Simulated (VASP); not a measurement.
# Re (I4/mmm) in VASP: notebook

Runs on Re. Level: PBE. Tasks: single point.

All numbers are computed with VASP 6.6.1; they aren't measurements. Logs are shortened: lines on timing, memory, paths and dates and some standing lists are left out, and cuts for length are marked.

### Step 1. The cell of the first run

It takes space group I4/mmm (No. 139, tetragonal). The conventional cell has a = 2.769 Å, b = 2.769 Å, c = 3.485 Å, α = 90.00°, β = 90.00°, γ = 90.00°. Within 3.5 Å of Re (site symmetry 4/mmm) lie 14 Re at 2.62 to 3.48 Å.

### Step 2. Single point, PBE (normal strain along x -0.1100, normal strain along z +0.0000)

Input file INCAR:

```
SYSTEM = Re
PREC = Accurate
ENCUT = 520
EDIFF = 1E-6
ISMEAR = 0
SIGMA = 0.15
LREAL = .FALSE.
LASPH = .TRUE.
NELM = 100
ALGO = Fast
ISIF = 2
LWAVE = .FALSE.
LCHARG = .FALSE.
GGA = PE
NBANDS = 10
```

Input file KPOINTS:

```
regular mesh
0
G
  10 10 10
  0 0 0
```

Input file POSCAR:

```
Re
1.0
    0.0000000000      1.9577236186      1.9577236186
    1.7423740206      0.0000000000      1.9577236186
    1.7423740206      1.9577236186      0.0000000000
Re
1
Direct
    0.0000000000      0.0000000000      0.0000000000
```

Potentials or basis: VASP PAW PBE potentials, release 64 (Re).

The run is started by

```bash
$ cat potpaw_PBE.64/Re/POTCAR > POTCAR
$ mpirun -np 1 vasp_std > vasp.out
```

OUTCAR:

```text
SYSTEM = Re
   PREC = Accurate
   ENCUT = 520
   EDIFF = 1E-6
   ISMEAR = 0
   LREAL = .FALSE.
   LASPH = .TRUE.
   NELM = 100
   ISIF = 2
   GGA = PE

 ion  position               nearest neighbor table
   1  0.000  0.000  0.000-

  LATTYP: Found a body centered tetragonal cell.
 ALAT       =     2.7686392928
 C/A-ratio  =     1.2586500705

  Lattice vectors:

 A1 = (  -1.7423740206,   0.0000000000,  -1.9577236186)
 A2 = (  -1.7423740206,   0.0000000000,   1.9577236186)
 A3 = (   1.7423740206,   1.9577236186,   0.0000000000)

Analysis of symmetry for initial positions (statically):
=====================================================================
 Subroutine PRICEL returns:
 Original cell was already a primitive cell.

 Routine SETGRP: Setting up the symmetry group for a
 body centered tetragonal supercell.

 Subroutine GETGRP returns: Found 16 space group operations
 (whereof 16 operations were pure point group operations)
 out of a pool of 16 trial point group operations.

The static configuration has the point symmetry D_4h.

Analysis of symmetry for dynamics (positions and initial velocities):
=====================================================================
 Subroutine PRICEL returns:
 Original cell was already a primitive cell.

 Routine SETGRP: Setting up the symmetry group for a
 body centered tetragonal supercell.

 Subroutine GETGRP returns: Found 16 space group operations
 (whereof 16 operations were pure point group operations)
 out of a pool of 16 trial point group operations.

The dynamic configuration has the point symmetry D_4h.

 Subroutine INISYM returns: Found 16 space group operations
 (whereof 16 operations are pure point group operations),
 and found     1 'primitive' translations

----------------------------------------------------------------------------------------

                                     Primitive cell

  volume of cell :      13.3559

  direct lattice vectors                    reciprocal lattice vectors
     0.000000000  1.957723619  1.957723619    -0.286964793  0.255398666  0.255398666
     1.742374021  0.000000000  1.957723619     0.286964793 -0.255398666  0.255398666
     1.742374021  1.957723619  0.000000000     0.286964793  0.255398666 -0.255398666

  length of vectors
     2.768639293  2.620791673  2.620791673     0.461308735  0.461308735  0.461308735

  position of ions in fractional coordinates (direct lattice)
     0.000000000  0.000000000  0.000000000

  ion indices of the primitive-cell ions
   primitive index   ion index
                 1           1

----------------------------------------------------------------------------------------

 KPOINTS: regular mesh

Automatic generation of k-mesh.
 Grid dimensions read from file:
 generate k-points for:   10   10   10

 Generating k-lattice:

  Cartesian coordinates                     Fractional coordinates (reciprocal lattice)
    -0.028696479  0.025539867  0.025539867     0.100000000 -0.000000000 -0.000000000
     0.028696479 -0.025539867  0.025539867     0.000000000  0.100000000  0.000000000
     0.028696479  0.025539867 -0.025539867     0.000000000  0.000000000  0.100000000

  Length of vectors
     0.046130874  0.046130874  0.046130874

  Shift w.r.t. Gamma in fractional coordinates (k-lattice)
     0.000000000  0.000000000  0.000000000

 Subroutine IBZKPT returns following result:
 ===========================================

 Found    102 irreducible k-points:

 Following reciprocal coordinates:
            Coordinates               Weight
  0.000000  0.000000  0.000000      1.000000
  0.100000 -0.000000 -0.000000      8.000000
  0.200000 -0.000000 -0.000000      8.000000
  0.300000  0.000000  0.000000      8.000000
  0.400000  0.000000  0.000000      8.000000
  0.500000  0.000000  0.000000      4.000000
[... 16 lines left out ...]
  0.300000  0.300000  0.000000      4.000000
  0.400000  0.300000  0.000000     16.000000
 [... further k-points ...]
   k-points           NKPTS =    102   k-points in BZ     NKDIM =    102   number of bands    NBANDS=     10
   number of dos      NEDOS =    301   number of ions     NIONS =      1
   total plane-waves  NPLWV =   9600
   dimension x,y,z NGX =    24 NGY =   20 NGZ =   20
   dimension x,y,z NGXF=    48 NGYF=   40 NGZF=   40
   ions per type =               1
   NGX,Y,Z   is equivalent  to a cutoff of  14.41, 12.69, 12.69 a.u.
   NGXF,Y,Z  is equivalent  to a cutoff of  28.82, 25.37, 25.37 a.u.
 SYSTEM =  Re
   PREC   = accura    normal or accurate (medium, high low for compatibility)
   ISTART =      0    job   : 0-new  1-cont  2-samecut
   ICHARG =      2    charge: 1-file 2-atom 10-const
   ISPIN  =      1    spin polarized calculation?
   LNONCOLLINEAR =      F non collinear calculations
   LSORBIT =      F    spin-orbit coupling
   LASPH  =      T    aspherical Exc in radial PAW
   ENCUT  =  520.0 eV  38.22 Ry    6.18 a.u.   5.15  4.87  4.87*2*pi/ulx,y,z
   NELM   =    100;   NELMIN=  2; NELMDL= -5     # of ELM steps
   EDIFF  = 0.1E-05   stopping-criterion for ELM
   LREAL  =      F    real-space projection
   EDIFFG = 0.1E-04   stopping-criterion for IOM
   NSW    =      0    number of steps for IOM
   IBRION =     -1    ionic relax: 0-MD 1-quasi-New 2-CG
   NFREE  =      0    steps in history (QN), initial steepest desc. (CG)
   ISIF   =      2    stress and relaxation
   ISYM   =      2    0-nonsym 1-usesym 2-fastsym
   POTIM  = 0.5000    time-step for ionic-motion
   TEBEG  =    0.0;   TEEND  =   0.0 temperature during run
   PSTRESS=    0.0 pullay stress
   NELECT =       7.0000    total number of electrons
   NUPDOWN=      -1.0000    fix difference up-down
   EMIN   =  10.00;   EMAX   =-10.00  energy-range for DOS
   EFERMI =   0.00;   METHOD = LEGACY
   ISMEAR =     0;   SIGMA  =   0.15  broadening in eV -4-tet -1-fermi 0-gaus
   EFERMI_NEDOS =   21; number of points for ismear=-14 and -15
   IALGO  =     68    algorithm
   IMIX   =      4    mixing-type and parameters
     AMIX     =   0.40;   BMIX     =  1.00
     AMIX_MAG =   1.60;   BMIX_MAG =  1.00
  volume/ion in A,a.u.               =      13.36        90.13
  Fermi-wavevector in a.u.,A,eV,Ry     =   1.319926  2.494298 23.704120  1.742204
  Thomas-Fermi vector in A             =   2.449789
   LORBIT       =      0    0 simple, 1 ext, 2 COOP (PROOUT), +10 PAW based schemes
   GGA     = PE    functional components
   LHFCALC =     F    Hartree Fock is set to
   AEXX    =    0.0000 exact exchange contribution
   IVDW    =     0    specifies the selected vdW correction
   LEPSILON=     F    determine dielectric tensor
   LRPA    =     F    only Hartree local field effects (RPA)
 non-spin polarized calculation
 RMM-DIIS sequential band-by-band and
 Gauss-broadening in eV      SIGMA  =   0.15
  energy-cutoff  :      520.00
  volume of cell :       13.36
 maximum number of plane-waves:       370
 NGX is ok and might be reduce to    24
   NGX = 11   NGY =  9   NGZ =  9

 number of electron       7.0000000 magnetization

 Free energy of the ion-electron system (eV)
  ---------------------------------------------------
  ext. energy  EPLUGINS =         0.00000000
  ---------------------------------------------------
  free energy    TOTEN  =       -12.01281801 eV

  energy without entropy =      -12.00378834  energy(sigma->0) =      -12.00830317

 E-fermi :   9.5749     XC(G=0): -14.2694

 val. band max:        9.5700894925   @ k =   0.0000   0.0000   0.0000
 cond. band min:       9.5995477917   @ k =   0.2000   0.3000   0.1000
 fundamental gap:      0.0294582992
 Fermi energy:         9.5748720409

 k-point     1 :       0.0000    0.0000    0.0000
  band No.  band energies     occupation
      1      -1.3966      2.00000
      2       6.7656      2.00000
      3       6.7656      2.00000
      4       8.5135      2.00000
      5       9.5701      1.03596
      6      11.8523      0.00000
      7      23.6638      0.00000
      8      28.1335      0.00000
      9      28.1335      0.00000
     10      33.3047      0.00000

 k-point     2 :       0.1000   -0.0000   -0.0000
  band No.  band energies     occupation
      1      -0.8812      2.00000
      2       6.6694      2.00000
      3       6.9645      2.00000
      4       8.4728      2.00000
      5       9.5208      1.38966
      6      11.5784      0.00000
      7      24.6386      0.00000
      8      27.5793      0.00000
      9      29.0364      0.00000
     10      32.1495      0.00000

 k-point     3 :       0.2000   -0.0000   -0.0000
  band No.  band energies     occupation
      1       0.4169      2.00000
      2       6.3587      2.00000
      3       7.0492      2.00000
      4       8.6491      2.00000
      5      10.0195      0.00003
      6      11.2161      0.00000
      7      24.9806      0.00000
      8      27.5006      0.00000
      9      31.5219      0.00000
     10      34.1074      0.00000

 k-point     4 :       0.3000    0.0000    0.0000
  band No.  band energies     occupation
      1       1.5793      2.00000
      2       6.6092      2.00000
      3       6.7909      2.00000
      4       8.6374      2.00000
      5      11.6250      0.00000
      6      11.6568      0.00000
      7      23.0798      0.00000
      8      27.6205      0.00000
      9      34.9343      0.00000
     10      35.2276      0.00000
[... 222 lines left out ...]
 k-point    22 :      -0.2000    0.2000    0.0000
  band No.  band energies     occupation
      1       2.8420      2.00000
      2       5.3497      2.00000
      3       6.6035      2.00000
      4       9.5585      1.12288
      5       9.7555      0.08849
      6      14.1606      0.00000
      7      24.2705      0.00000
      8      29.2784      0.00000
      9      29.9310      0.00000
     10      30.3568      0.00000

 k-point    23 :       0.3000    0.3000    0.0000
  band No.  band energies     occupation
      1       2.1383      2.00000
      2       3.9450      2.00000
      3       7.7595      2.00000
      4      11.1303      0.00000
      5      11.1933      0.00000
      6      12.6190      0.00000
      7      26.9179      0.00000
      8      29.0695      0.00000
      9      30.5151      0.00000
     10      32.4330      0.00000

 k-point    24 :       0.4000    0.3000    0.0000
  band No.  band energies     occupation
      1       2.4454      2.00000
      2       3.7387      2.00000
      3       7.9663      2.00000
      4      11.3997      0.00000
      5      13.0356      0.00000
      6      13.6381      0.00000
      7      24.7184      0.00000
      8      27.4688      0.00000
      9      27.8575      0.00000
     10      33.7611      0.00000

 [... further k-points ...]
[... 5 lines left out ...]
  --------------------------------------------------------------------------------------
  -------------------------------------------------------------------------------------
  Total        6.2407084      3.9128112      3.9128112     -0.0000000      0.0000000      0.0000000
  in kB      748.6353480    469.3808118    469.3808118     -0.0000000      0.0000000      0.0000000
  external PRESSURE =     562.4656572 kB  Pullay stress =       0.0000000 kB

 VOLUME and BASIS-vectors are now :
 -----------------------------------------------------------------------------
  energy-cutoff  :      520.00
  volume of cell :       13.36
      direct lattice vectors                 reciprocal lattice vectors
     0.000000000  1.957723619  1.957723619    -0.286964793  0.255398666  0.255398666
     1.742374021  0.000000000  1.957723619     0.286964793 -0.255398666  0.255398666
     1.742374021  1.957723619  0.000000000     0.286964793  0.255398666 -0.255398666

 POSITION                                       TOTAL-FORCE (eV/Angst)
 -----------------------------------------------------------------------------------
      0.00000      0.00000      0.00000        -0.000000      0.000000      0.000000
 -----------------------------------------------------------------------------------
    total drift:                               -0.000000     -0.000000      0.000000

  FREE ENERGIE OF THE ION-ELECTRON SYSTEM (eV)
  ---------------------------------------------------
  free  energy   TOTEN  =       -12.0128180061 eV

  energy  without entropy=      -12.0037883391  energy(sigma->0) =      -12.00830317
```

It took 15 s on 1 thread of AMD EPYC 7R43 (Zen 3), shared host; peak memory 0.1 GiB.

What came out:

```
Free energy : -12.0128 eV
Pressure    : 56.2 GPa
```

Stress tensor (GPa, compression positive):
```
74.86  0.00  0.00
 0.00 46.94  0.00
 0.00  0.00 46.94
```

Caveat: the cell differs from its parent crystal (normal strain along x -0.1100, normal strain along z +0.0000); spin-orbit coupling is left out, which moves the levels of the heavy elements.

### Step 3. Single point, PBE (normal strain along x -0.0825, normal strain along z +0.0000)

Input file INCAR:

```
PREC = Accurate
ENCUT = 520
EDIFF = 1E-7
ISMEAR = 0
SIGMA = 0.15
LREAL = F
LASPH = T
NELM = 100
ALGO = Normal
ISIF = 2
LWAVE = F
LCHARG = F
GGA = PE
NBANDS = 10
```

Input file KPOINTS:

```
regular mesh
0
Gamma
  10 10 10
```

Input file POSCAR:

```
Re
1.0
    0.0000000000      1.9577236186      1.9577236186
    1.7962114201      0.0000000000      1.9577236186
    1.7962114201      1.9577236186      0.0000000000
Re
1
Direct
    0.0000000000      0.0000000000      0.0000000000
```

Potentials or basis: VASP PAW PBE potentials, release 64 (Re).

The run is started by

```bash
$ cat potpaw_PBE.64/Re/POTCAR > POTCAR
$ mpirun -np 1 vasp_std > vasp.out
```

OUTCAR:

```text
PREC = Accurate
   ENCUT = 520
   EDIFF = 1E-7
   ISMEAR = 0
   LREAL = F
   LASPH = T
   NELM = 100
   ISIF = 2
   GGA = PE

 ion  position               nearest neighbor table
   1  0.000  0.000  0.000-

  LATTYP: Found a body centered tetragonal cell.
 ALAT       =     2.7686392928
 C/A-ratio  =     1.2975409435

  Lattice vectors:

 A1 = (  -1.7962114201,   0.0000000000,  -1.9577236186)
 A2 = (  -1.7962114201,   0.0000000000,   1.9577236186)
 A3 = (   1.7962114201,   1.9577236186,   0.0000000000)

Analysis of symmetry for initial positions (statically):
=====================================================================
 Subroutine PRICEL returns:
 Original cell was already a primitive cell.

 Routine SETGRP: Setting up the symmetry group for a
 body centered tetragonal supercell.

 Subroutine GETGRP returns: Found 16 space group operations
 (whereof 16 operations were pure point group operations)
 out of a pool of 16 trial point group operations.

The static configuration has the point symmetry D_4h.

Analysis of symmetry for dynamics (positions and initial velocities):
=====================================================================
 Subroutine PRICEL returns:
 Original cell was already a primitive cell.

 Routine SETGRP: Setting up the symmetry group for a
 body centered tetragonal supercell.

 Subroutine GETGRP returns: Found 16 space group operations
 (whereof 16 operations were pure point group operations)
 out of a pool of 16 trial point group operations.

The dynamic configuration has the point symmetry D_4h.

 Subroutine INISYM returns: Found 16 space group operations
 (whereof 16 operations are pure point group operations),
 and found     1 'primitive' translations

----------------------------------------------------------------------------------------

                                     Primitive cell
[... 106 lines left out ...]
   IALGO  =     38    algorithm
   IMIX   =      4    mixing-type and parameters
     AMIX     =   0.40;   BMIX     =  1.00
     AMIX_MAG =   1.60;   BMIX_MAG =  1.00
  volume/ion in A,a.u.               =      13.77        92.92
  Fermi-wavevector in a.u.,A,eV,Ry     =   1.306604  2.469124 23.228070  1.707215
  Thomas-Fermi vector in A             =   2.437395
   LORBIT       =      0    0 simple, 1 ext, 2 COOP (PROOUT), +10 PAW based schemes
   GGA     = PE    functional components
   LHFCALC =     F    Hartree Fock is set to
   AEXX    =    0.0000 exact exchange contribution
   IVDW    =     0    specifies the selected vdW correction
   LEPSILON=     F    determine dielectric tensor
   LRPA    =     F    only Hartree local field effects (RPA)
 non-spin polarized calculation
 Gauss-broadening in eV      SIGMA  =   0.15
  energy-cutoff  :      520.00
  volume of cell :       13.77
 maximum number of plane-waves:       382
 NGX is ok and might be reduce to    24
   NGX = 11   NGY =  9   NGZ =  9

 number of electron       7.0000000 magnetization

 Free energy of the ion-electron system (eV)
  ---------------------------------------------------
  ext. energy  EPLUGINS =         0.00000000
  ---------------------------------------------------
  free energy    TOTEN  =       -12.17902577 eV

  energy without entropy =      -12.16905857  energy(sigma->0) =      -12.17404217

 E-fermi :   9.0940     XC(G=0): -14.0986

 val. band max:        9.0467010078   @ k =   0.3000   0.1000   0.1000
 cond. band min:       9.0978159796   @ k =   0.2000   0.2000   0.0000
 fundamental gap:      0.0511149718
 Fermi energy:         9.0940083370

 k-point     1 :       0.0000    0.0000    0.0000
  band No.  band energies     occupation
      1      -1.5914      2.00000
      2       6.5478      2.00000
      3       6.5478      2.00000
      4       7.8256      2.00000
      5       9.4838      0.00024
      6      11.1848      0.00000
      7      23.1135      0.00000
      8      27.9432      0.00000
      9      27.9432      0.00000
     10      31.4850      0.00000
[... 287 lines left out ...]
 k-point    24 :       0.4000    0.3000    0.0000
  band No.  band energies     occupation
      1       2.2863      2.00000
      2       3.4923      2.00000
      3       7.6767      2.00000
      4      10.8937      0.00000
      5      12.5231      0.00000
      6      13.0701      0.00000
      7      23.9912      0.00000
      8      26.4637      0.00000
      9      27.1144      0.00000
     10      32.6498      0.00000

 [... further k-points ...]
[... 5 lines left out ...]
  --------------------------------------------------------------------------------------
  -------------------------------------------------------------------------------------
  Total        4.6251152      2.6411068      2.6411068      0.0000000      0.0000000     -0.0000000
  in kB      538.1990520    307.3309814    307.3309814      0.0000000      0.0000000     -0.0000000
  external PRESSURE =     384.2870049 kB  Pullay stress =       0.0000000 kB

 VOLUME and BASIS-vectors are now :
 -----------------------------------------------------------------------------
  energy-cutoff  :      520.00
  volume of cell :       13.77
      direct lattice vectors                 reciprocal lattice vectors
     0.000000000  1.957723619  1.957723619    -0.278363668  0.255398666  0.255398666
     1.796211420  0.000000000  1.957723619     0.278363668 -0.255398666  0.255398666
     1.796211420  1.957723619  0.000000000     0.278363668  0.255398666 -0.255398666

 POSITION                                       TOTAL-FORCE (eV/Angst)
 -----------------------------------------------------------------------------------
      0.00000      0.00000      0.00000         0.000000      0.000000      0.000000
 -----------------------------------------------------------------------------------
    total drift:                               -0.000000     -0.000000     -0.000000

  FREE ENERGIE OF THE ION-ELECTRON SYSTEM (eV)
  ---------------------------------------------------
  free  energy   TOTEN  =       -12.1790257698 eV

  energy  without entropy=      -12.1690585651  energy(sigma->0) =      -12.17404217
```

stdout:

```text
POSCAR found type information on POSCAR Re
 POSCAR found :  1 types and       1 ions
 scaLAPACK will be used
 LDA part: xc-table for (Slater+PW92), standard interpolation
 POSCAR, INCAR and KPOINTS ok, starting setup
 FFT: planning ... GRIDC
 FFT: planning ... GRID_SOFT
 FFT: planning ... GRID
 WAVECAR not read
 entering main loop
```

It took 14 s on 1 thread of AMD EPYC 7R43 (Zen 3), shared host; peak memory 0.1 GiB.

Results:

```yaml
Free_energy: -12.1790 eV
Pressure: 38.4 GPa
```

Levels at points of the mesh, in eV from the Fermi level:
```tsv
k point	band 1	band 2	band 3	band 4	band 5	band 6	band 7
(0.00, 0.00, 0.00)	-10.69	-2.55	-2.55	-1.27	0.39	2.09	14.02
(0.50, 0.00, 0.00)	-7.47	-3.14	-1.63	0.30	3.68	4.63	11.02
(0.50, 0.50, 0.00)	-7.55	-6.47	2.44	3.95	4.28	5.57	12.55
(0.00, 0.50, 0.50)	-7.51	-6.76	4.10	4.40	5.01	5.01	11.81
```

Caveat: the cell differs from its parent crystal (normal strain along x -0.0825, normal strain along z +0.0000); spin-orbit coupling is left out, which moves the levels of the heavy elements.
